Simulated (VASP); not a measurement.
# TiO2: single point with PBE

Crystal: TiO2.

```
CELL_PARAMETERS angstrom
-1.89961 1.89961 4.84851
1.89961 -1.89961 4.84851
1.89961 1.89961 -4.84851
ATOMIC_POSITIONS crystal
Ti 0.75000 0.25000 0.50000
Ti 0.00000 0.00000 0.00000
O 0.79350 0.79350 0.00000
O 0.54350 0.04350 0.50000
O 0.95650 0.45650 0.50000
O 0.20650 0.20650 0.00000
```

| Item | Value |
| --- | --- |
| Program | VASP 6.6.1 |
| Task | single point |
| Functional | PBE |
| Potentials or basis | VASP PAW PBE potentials, release 64 (Ti_sv, O) |
| Cutoff | 520 eV |
| k mesh | 10 × 10 × 10 |
| Occupations | fermi-dirac, width 0.05 eV |
| Spin | no spin polarisation |

```yaml
Pressure: 0.7 GPa
Largest_force: 0.019 eV/Å
Band_gap_on_the_k_mesh: 2.11 eV (least direct gap 2.41 eV)
```

Forces on the atoms (eV/Å):
```
Ti   0.000  0.000  0.000
Ti   0.000  0.000  0.000
O    0.000  0.000 -0.019
O    0.000  0.000 -0.019
O    0.000  0.000  0.019
O    0.000  0.000  0.019
```

Stress tensor (GPa, compression positive):
```
0.66 0.00 0.00
0.00 0.66 0.00
0.00 0.00 0.76
```

Levels at points of the mesh, in eV from the valence-band top:
```
           k point  band 22  band 23  band 24  band 25  band 26  band 27
(0.00, 0.00, 0.00)    -0.78    -0.41    -0.41     2.11     2.78     3.97
(0.50, 0.00, 0.00)    -0.87    -0.84    -0.63     3.19     3.46     3.51
(0.50, 0.50, 0.00)    -1.97    -0.04    -0.04     3.22     3.22     3.69
(0.50, 0.50, 0.50)    -1.23    -0.09    -0.09     2.44     2.44     3.70
```

It took 13 min on 1 thread of Intel Xeon 8259CL, on a shared host, peak memory 0.38 GiB.

A k mesh can miss the band edges. Expect the measured gap to be larger: semilocal functionals such as PBE lack the derivative discontinuity.
